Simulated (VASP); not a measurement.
Wanted: the native input for a VASP 6.6.1 run.

```
Task                   : single point
Functional             : PBE
Potentials or basis    : VASP PAW PBE potentials, release 64 (Ni, Yb)
Cutoff                 : 520 eV
k mesh                 : 6 × 6 × 6
Occupations            : fermi-dirac, width 0.1 eV
Spin                   : no spin polarisation
Dipole correction      : no
Further INCAR settings : ALGO = Normal; EDIFF = 1e-07; NBANDS = 40
```

The structure of YbNi4 lies in POSCAR:

```
YbNi4
1.0
    0.0000000000      3.8542002200      0.0000000000
    3.8542002200      0.0000000000      0.0000000000
    1.9271001100      1.9271001100     -4.6674715200
Ni Yb
4 1
Direct
    0.3800000000      0.3800000000      0.2400000000
    0.6200000000      0.6200000000      0.7600000000
    0.7500000000      0.2500000000      0.5000000000
    0.2500000000      0.7500000000      0.5000000000
    0.0000000000      0.0000000000      0.0000000000
```

These files were run (other wordings do the same):

INCAR

```
ALGO = Normal ; EDIFF = 1E-7
ENCUT = 520 ; GGA = PE
ISIF = 2 ; ISMEAR = -1
LASPH = True ; LCHARG = False
LREAL = False ; LWAVE = False
NBANDS = 40 ; NELM = 100
PREC = Accurate ; SIGMA = 0.1
```

KPOINTS

```
k-points
0
Gamma
  6 6 6
```

Potentials or basis: VASP PAW PBE potentials, release 64 (Ni, Yb).

Run with:

```bash
$ cat potpaw_PBE.64/Ni/POTCAR potpaw_PBE.64/Yb/POTCAR > POTCAR
$ mpirun -np 1 vasp_std > vasp.out
```

Results of the run:

```yaml
Pressure: 8.8 GPa
Largest_force: 0.773 eV/Å
Band_gap_on_the_k_mesh: zero (bands 32 and 33 overlap by 0.19 eV)
```

Caveat: the cell stands under pressure; spin-orbit coupling is left out, which moves the levels of the heavy elements.

It took 6.8 min on 1 thread of AMD EPYC 9R14 (Zen 4), with other jobs on the host, peak memory 0.2 GiB.
